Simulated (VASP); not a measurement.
# Na (P6_3/mmc) in VASP: a series of runs

Runs on Na. Level: LDA. Tasks: single point.

All numbers are computed with VASP 6.6.1; they aren't measurements. Logs are shortened: lines on timing, memory, paths and dates and some standing lists are left out, and cuts for length are marked.

**1. The cell of the first run**

It takes space group P6_3/mmc (No. 194, hexagonal). Conventional cell: a = 3.690 Å, b = 3.690 Å, c = 6.028 Å, α = 90.00°, β = 90.00°, γ = 120.00°. Na (site symmetry -6m2) has 12 Na at 3.69 Å within 4.8 Å.

**2. Single point, LDA (volume scaled by 0.94)**

File INCAR:

```
SYSTEM = Na
PREC = Accurate
ENCUT = 520
EDIFF = 1E-6
ISMEAR = -1
SIGMA = 0.05
LREAL = .FALSE.
LASPH = .TRUE.
NELM = 60
ALGO = Normal
ISIF = 2
LWAVE = .FALSE.
LCHARG = .FALSE.
GGA = CA
NBANDS = 14
```

File KPOINTS:

```
Automatic mesh
0
G
  11 11 6
  0 0 0
```

File POSCAR:

```
Na
1.0
    3.6901018488      0.0000000000      0.0000000000
   -1.8450509244      3.1957219436      0.0000000000
    0.0000000000      0.0000000000      6.0283729130
Na
2
Direct
    0.3333333333      0.6666666667      0.2500000000
    0.6666666667      0.3333333333      0.7500000000
```

Potentials or basis: VASP PAW LDA potentials, release 64 (Na_pv).

Run with:

```console
> cat potpaw_LDA.64/Na_pv/POTCAR > POTCAR
> mpirun -np 1 vasp_std > vasp.out
```

OUTCAR:

```text
SYSTEM = Na
   PREC = Accurate
   ENCUT = 520
   EDIFF = 1E-6
   ISMEAR = -1
   LREAL = .FALSE.
   LASPH = .TRUE.
   NELM = 60
   ISIF = 2
   GGA = CA

 ion  position               nearest neighbor table
   1  0.333  0.667  0.250-
   2  0.667  0.333  0.750-

  LATTYP: Found a hexagonal cell.
 ALAT       =     3.6901018488
 C/A-ratio  =     1.6336603053

  Lattice vectors:

 A1 = (   3.6901018488,   0.0000000000,   0.0000000000)
 A2 = (  -1.8450509244,   3.1957219436,   0.0000000000)
 A3 = (   0.0000000000,   0.0000000000,   6.0283729130)

Analysis of symmetry for initial positions (statically):
=====================================================================
 Subroutine PRICEL returns:
 Original cell was already a primitive cell.

 Routine SETGRP: Setting up the symmetry group for a
 hexagonal supercell.

 Subroutine GETGRP returns: Found 24 space group operations
 (whereof 12 operations were pure point group operations)
 out of a pool of 24 trial point group operations.

The static configuration has the point symmetry D_3d.
 The point group associated with its full space group is D_6h.

Analysis of symmetry for dynamics (positions and initial velocities):
=====================================================================
 Subroutine PRICEL returns:
 Original cell was already a primitive cell.

 Routine SETGRP: Setting up the symmetry group for a
 hexagonal supercell.

 Subroutine GETGRP returns: Found 24 space group operations
 (whereof 12 operations were pure point group operations)
 out of a pool of 24 trial point group operations.

The dynamic configuration has the point symmetry D_3d.
 The point group associated with its full space group is D_6h.

 Subroutine INISYM returns: Found 24 space group operations
 (whereof 12 operations are pure point group operations),
 and found     1 'primitive' translations

----------------------------------------------------------------------------------------

                                     Primitive cell

  volume of cell :      71.0898

  direct lattice vectors                    reciprocal lattice vectors
     3.690101849  0.000000000  0.000000000     0.270995230  0.156459169  0.000000000
    -1.845050924  3.195721944  0.000000000     0.000000000  0.312918338  0.000000000
     0.000000000  0.000000000  6.028372913     0.000000000  0.000000000  0.165882240

  length of vectors
     3.690101849  3.690101849  6.028372913     0.312918338  0.312918338  0.165882240

  position of ions in fractional coordinates (direct lattice)
     0.333333333  0.666666667  0.250000000
     0.666666667  0.333333333  0.750000000

  ion indices of the primitive-cell ions
   primitive index   ion index
                 1           1
                 2           2

----------------------------------------------------------------------------------------

 KPOINTS: Automatic mesh

Automatic generation of k-mesh.
 Grid dimensions read from file:
 generate k-points for:   11   11    6

 Generating k-lattice:

  Cartesian coordinates                     Fractional coordinates (reciprocal lattice)
     0.024635930  0.014223561  0.000000000     0.090909091  0.000000000  0.000000000
     0.000000000  0.028447122  0.000000000     0.000000000  0.090909091  0.000000000
     0.000000000  0.000000000  0.027647040     0.000000000  0.000000000  0.166666667

  Length of vectors
     0.028447122  0.028447122  0.027647040

  Shift w.r.t. Gamma in fractional coordinates (k-lattice)
     0.000000000  0.000000000  0.000000000

 Subroutine IBZKPT returns following result:
 ===========================================

 Found     64 irreducible k-points:

 Following reciprocal coordinates:
            Coordinates               Weight
  0.000000  0.000000  0.000000      1.000000
  0.090909 -0.000000  0.000000      6.000000
  0.181818  0.000000  0.000000      6.000000
  0.272727  0.000000  0.000000      6.000000
  0.363636  0.000000  0.000000      6.000000
  0.454545  0.000000  0.000000      6.000000
[... 16 lines left out ...]
  0.090909  0.090909  0.166667     12.000000
  0.181818  0.090909  0.166667     24.000000
 [... further k-points ...]
   k-points           NKPTS =     64   k-points in BZ     NKDIM =     64   number of bands    NBANDS=     14
   number of dos      NEDOS =    301   number of ions     NIONS =      2
   total plane-waves  NPLWV =  37632
   dimension x,y,z NGX =    28 NGY =   28 NGZ =   48
   dimension x,y,z NGXF=    56 NGYF=   56 NGZF=   96
   ions per type =               2
   NGX,Y,Z   is equivalent  to a cutoff of  12.61, 12.61, 13.24 a.u.
   NGXF,Y,Z  is equivalent  to a cutoff of  25.23, 25.23, 26.47 a.u.
 SYSTEM =  Na
   PREC   = accura    normal or accurate (medium, high low for compatibility)
   ISTART =      0    job   : 0-new  1-cont  2-samecut
   ICHARG =      2    charge: 1-file 2-atom 10-const
   ISPIN  =      1    spin polarized calculation?
   LNONCOLLINEAR =      F non collinear calculations
   LSORBIT =      F    spin-orbit coupling
   LASPH  =      T    aspherical Exc in radial PAW
   ENCUT  =  520.0 eV  38.22 Ry    6.18 a.u.   6.86  6.86 11.21*2*pi/ulx,y,z
   NELM   =     60;   NELMIN=  2; NELMDL= -5     # of ELM steps
   EDIFF  = 0.1E-05   stopping-criterion for ELM
   LREAL  =      F    real-space projection
   EDIFFG = 0.1E-04   stopping-criterion for IOM
   NSW    =      0    number of steps for IOM
   IBRION =     -1    ionic relax: 0-MD 1-quasi-New 2-CG
   NFREE  =      0    steps in history (QN), initial steepest desc. (CG)
   ISIF   =      2    stress and relaxation
   ISYM   =      2    0-nonsym 1-usesym 2-fastsym
   POTIM  = 0.5000    time-step for ionic-motion
   TEBEG  =    0.0;   TEEND  =   0.0 temperature during run
   PSTRESS=    0.0 pullay stress
   NELECT =      14.0000    total number of electrons
   NUPDOWN=      -1.0000    fix difference up-down
   EMIN   =  10.00;   EMAX   =-10.00  energy-range for DOS
   EFERMI =   0.00;   METHOD = LEGACY
   ISMEAR =    -1;   SIGMA  =   0.05  broadening in eV -4-tet -1-fermi 0-gaus
   EFERMI_NEDOS =   21; number of points for ismear=-14 and -15
   IALGO  =     38    algorithm
   IMIX   =      4    mixing-type and parameters
     AMIX     =   0.40;   BMIX     =  1.00
     AMIX_MAG =   1.60;   BMIX_MAG =  1.00
  volume/ion in A,a.u.               =      35.54       239.87
  Fermi-wavevector in a.u.,A,eV,Ry     =   0.952464  1.799895 12.343026  0.907187
  Thomas-Fermi vector in A             =   2.081029
   LORBIT       =      0    0 simple, 1 ext, 2 COOP (PROOUT), +10 PAW based schemes
   GGA     = CA    functional components
   LHFCALC =     F    Hartree Fock is set to
   AEXX    =    0.0000 exact exchange contribution
   IVDW    =     0    specifies the selected vdW correction
   LEPSILON=     F    determine dielectric tensor
   LRPA    =     F    only Hartree local field effects (RPA)
 non-spin polarized calculation
  energy-cutoff  :      520.00
  volume of cell :       71.09
 maximum number of plane-waves:      1933
 NGX is ok and might be reduce to    28
   NGX = 13   NGY = 13   NGZ = 23

 number of electron      13.9999984 magnetization

 Free energy of the ion-electron system (eV)
  ---------------------------------------------------
  ext. energy  EPLUGINS =         0.00000000
  ---------------------------------------------------
  free energy    TOTEN  =        -2.90053660 eV

  energy without entropy =       -2.88973020  energy(sigma->0) =       -2.89513340

 E-fermi :   0.3001     XC(G=0):  -6.8463

 val. band max:        0.2718751427   @ k =   0.1818   0.0000   0.1667
 cond. band min:       0.3118427310   @ k =   0.2727   0.2727   0.1667
 fundamental gap:      0.0399675883
 Fermi energy:         0.3000805169

 k-point     1 :       0.0000    0.0000    0.0000
  band No.  band energies     occupation
      1     -24.6689      2.00000
      2     -24.6340      2.00000
      3     -24.6340      2.00000
      4     -24.6282      2.00000
      5     -24.6282      2.00000
      6     -24.6274      2.00000
      7      -3.0943      2.00000
      8       0.8609      0.00003
      9       1.2330      0.00000
     10      10.4634      0.00000
     11      10.4634      0.00000
     12      10.8115      0.00000
     13      10.8115      0.00000
     14      10.9991      0.00000

 k-point     2 :       0.0909   -0.0000    0.0000
  band No.  band energies     occupation
      1     -24.6678      2.00000
      2     -24.6365      2.00000
      3     -24.6348      2.00000
      4     -24.6308      2.00000
      5     -24.6287      2.00000
      6     -24.6278      2.00000
      7      -2.9683      2.00000
      8       0.9716      0.00000
      9       1.3560      0.00000
     10       8.5921      0.00000
     11       9.6149      0.00000
     12      10.0633      0.00000
     13      11.7766      0.00000
     14      11.7912      0.00000

 k-point     3 :       0.1818    0.0000    0.0000
  band No.  band energies     occupation
      1     -24.6647      2.00000
      2     -24.6431      2.00000
      3     -24.6376      2.00000
      4     -24.6368      2.00000
      5     -24.6298      2.00000
      6     -24.6291      2.00000
      7      -2.5921      2.00000
      8       1.3041      0.00000
      9       1.7185      0.00000
     10       6.5185      0.00000
     11       8.8077      0.00000
     12       8.9703      0.00000
     13       9.9839      0.00000
     14      11.1028      0.00000

 k-point     4 :       0.2727    0.0000    0.0000
  band No.  band energies     occupation
      1     -24.6602      2.00000
      2     -24.6520      2.00000
      3     -24.6463      2.00000
      4     -24.6395      2.00000
      5     -24.6314      2.00000
      6     -24.6312      2.00000
      7      -1.9715      2.00000
      8       1.8601      0.00000
      9       2.2878      0.00000
     10       4.6403      0.00000
     11       7.8637      0.00000
     12       8.0642      0.00000
     13       8.1997      0.00000
     14       9.8558      0.00000

 k-point     5 :       0.3636    0.0000    0.0000
  band No.  band energies     occupation
      1     -24.6603      2.00000
      2     -24.6551      2.00000
      3     -24.6542      2.00000
      4     -24.6419      2.00000
      5     -24.6341      2.00000
      6     -24.6330      2.00000
      7      -1.1153      2.00000
      8       2.5497      0.00000
      9       2.6417      0.00000
     10       3.4817      0.00000
     11       6.3632      0.00000
[... 276 lines left out ...]
 k-point    22 :       0.4545    0.0000    0.1667
  band No.  band energies     occupation
      1     -24.6666      2.00000
      2     -24.6606      2.00000
      3     -24.6483      2.00000
      4     -24.6426      2.00000
      5     -24.6363      2.00000
      6     -24.6345      2.00000
      7       0.0756      1.97782
      8       1.3500      0.00000
      9       2.7614      0.00000
     10       3.9921      0.00000
     11       5.3603      0.00000
     12       6.4612      0.00000
     13       7.6882      0.00000
     14       8.7828      0.00000

 k-point    23 :       0.0909    0.0909    0.1667
  band No.  band energies     occupation
      1     -24.6636      2.00000
      2     -24.6399      2.00000
      3     -24.6380      2.00000
      4     -24.6350      2.00000
      5     -24.6302      2.00000
      6     -24.6298      2.00000
      7      -2.5990      2.00000
      8       0.1541      1.89766
      9       2.8334      0.00000
     10       7.5325      0.00000
     11       7.9267      0.00000
     12       9.9271      0.00000
     13      10.1380      0.00000
     14      10.6651      0.00000

 k-point    24 :       0.1818    0.0909    0.1667
  band No.  band energies     occupation
      1     -24.6609      2.00000
      2     -24.6466      2.00000
      3     -24.6449      2.00000
      4     -24.6380      2.00000
      5     -24.6323      2.00000
      6     -24.6310      2.00000
      7      -2.1018      2.00000
      8       0.6234      0.00311
      9       3.2673      0.00000
     10       5.7182      0.00000
     11       6.9420      0.00000
     12       8.2952      0.00000
     13       9.4124      0.00000
     14      10.4102      0.00000

 [... further k-points ...]
[... 5 lines left out ...]
  --------------------------------------------------------------------------------------
  -------------------------------------------------------------------------------------
  Total       -0.2539924     -0.2539924     -0.1180816      0.0000000      0.0000000      0.0000000
  in kB       -5.7243190     -5.7243190     -2.6612491      0.0000000      0.0000000      0.0000000
  external PRESSURE =      -4.7032957 kB  Pullay stress =       0.0000000 kB

 VOLUME and BASIS-vectors are now :
 -----------------------------------------------------------------------------
  energy-cutoff  :      520.00
  volume of cell :       71.09
      direct lattice vectors                 reciprocal lattice vectors
     3.690101849  0.000000000  0.000000000     0.270995230  0.156459169  0.000000000
    -1.845050924  3.195721944  0.000000000     0.000000000  0.312918338  0.000000000
     0.000000000  0.000000000  6.028372913     0.000000000  0.000000000  0.165882240

 POSITION                                       TOTAL-FORCE (eV/Angst)
 -----------------------------------------------------------------------------------
     -0.00000      2.13048      1.50709         0.000000     -0.000000      0.000000
      1.84505      1.06524      4.52128        -0.000000      0.000000     -0.000000
 -----------------------------------------------------------------------------------
    total drift:                               -0.000000      0.000000      0.000000

  FREE ENERGIE OF THE ION-ELECTRON SYSTEM (eV)
  ---------------------------------------------------
  free  energy   TOTEN  =        -2.9005366017 eV

  energy  without entropy=       -2.8897302004  energy(sigma->0) =       -2.89513340
```

Run time: 17 s. Hardware: 1 thread of Intel Xeon Platinum 8559C (Emerald Rapids), shared host; peak memory 0.17 GiB.

What came out:

```
Free energy            : -2.9005 eV
Pressure               : -0.5 GPa
Band gap on the k mesh : zero (band 7 reaches 2.11 eV, above the bottom of band 8 at -2.03 eV)
```

Stress tensor (GPa, compression positive):
```
-0.57  0.00  0.00
 0.00 -0.57  0.00
 0.00  0.00 -0.27
```

Levels at points of the mesh, in eV from the Fermi level:
```csv
k point,band 3,band 4,band 5,band 6,band 7,band 8,band 9,band 10,band 11,band 12
"(0.00, 0.00, 0.00)",-24.93,-24.93,-24.93,-24.93,-3.39,0.56,0.93,10.16,10.16,10.51
"(0.00, 0.00, 0.50)",-24.93,-24.93,-24.93,-24.93,-2.33,-2.33,5.62,5.62,10.75,10.75
```

[end of part 1 of 2]
